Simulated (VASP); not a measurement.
AlIn3As4: relaxation of cell and atoms with PBE

Crystal: AlIn3As4.

```xyz
8
Lattice="4.2857 0.0000 0.0000 0.0000 4.2857 0.0000 0.0000 0.0000 12.1589" Properties=species:S:1:pos:R:3 pbc="T T T"
Al    2.1428    2.1428    6.0795
In    0.0000    0.0000    9.0035
In    2.1428    2.1428    0.0000
In    0.0000    0.0000    3.1554
As    2.1428    0.0000    1.5779
As    0.0000    2.1428    4.7498
As    2.1428    0.0000    7.4092
As    0.0000    2.1428   10.5810
```

* Program: VASP 6.6.1
* Task: relaxation of cell and atoms
* Functional: PBE
* Potentials or basis: VASP PAW PBE potentials, release 64 (Al, In_d, As)
* Cutoff: 600 eV
* k mesh: 10 × 10 × 4
* Occupations: gaussian, width 0.1 eV
* Spin: no spin polarisation
* Dipole correction: no
* Further INCAR settings: ALGO = Fast; EDIFF = 1e-07; IBRION = 2; EDIFFG = -0.01; NSW = 100; ISIF = 3

```json
{"Relaxed volume": "27.96 Å³/atom", "Relaxed cell": "a = 4.288 Å, b = 4.288 Å, c = 12.165 Å, α = 90.00°, β = 90.00°, γ = 90.00°", "Space group after relaxing (to 0.1 Å)": "P-4m2 (No. 115)", "Energy gained by relaxing": "0.0 meV/atom", "Ionic steps": "4", "Pressure after relaxing": "0.0 GPa", "Largest force after relaxing": "0.009 eV/Å", "Band gap on the k mesh": "zero (filled and empty bands touch)"}
```

Forces on the atoms (eV/Å):
```
Al   0.000  0.000  0.000
In   0.000  0.000 -0.001
In   0.000  0.000  0.000
In   0.000  0.000  0.001
As   0.000  0.000  0.002
As   0.000  0.000 -0.009
As   0.000  0.000  0.009
As   0.000  0.000 -0.002
```

Final structure:
```
Al In As
1.0
     4.28809    0.00000    0.00000
     0.00000    4.28809    0.00000
     0.00000    0.00000   12.16532
Al In As
1 3 4
Direct
  0.50000 0.50000 0.50000
  0.00000 0.00000 0.74047
  0.50000 0.50000 0.00000
  0.00000 0.00000 0.25953
  0.50000 0.00000 0.12977
  0.00000 0.50000 0.39061
  0.50000 0.00000 0.60939
  0.00000 0.50000 0.87023
```

Levels at points of the mesh, in eV from the Fermi level:
```csv
k point,band 27,band 28,band 29,band 30,band 31,band 32,band 33,band 34,band 35,band 36
"(0.00, 0.00, 0.00)",-1.23,-1.23,-0.23,-0.13,-0.05,-0.05,1.49,1.85,2.25,2.45
"(0.50, 0.00, 0.00)",-1.02,-0.94,-0.90,-0.80,-0.79,0.87,1.02,2.34,2.73,4.38
"(0.50, 0.50, 0.00)",-2.72,-2.29,-2.20,-2.20,-2.12,1.51,1.51,1.70,2.21,4.01
"(0.00, 0.00, 0.50)",-1.75,-0.65,-0.65,-0.42,-0.42,1.19,1.72,1.81,1.91,2.17
"(0.50, 0.00, 0.50)",-1.81,-1.58,-0.89,-0.80,-0.80,1.73,1.84,1.90,2.00,4.12
"(0.50, 0.50, 0.50)",-2.53,-2.50,-2.44,-2.44,-2.40,2.36,2.36,2.42,2.48,2.48
```

Run time: 61 min on 1 thread of Oxide Virtual Turin-like Processor, with other jobs on the host, peak memory 0.73 GiB.

Caveat: semilocal functionals underestimate gaps, so a narrow gap can read as zero; spin-orbit coupling is left out, which moves the levels of the heavy elements.
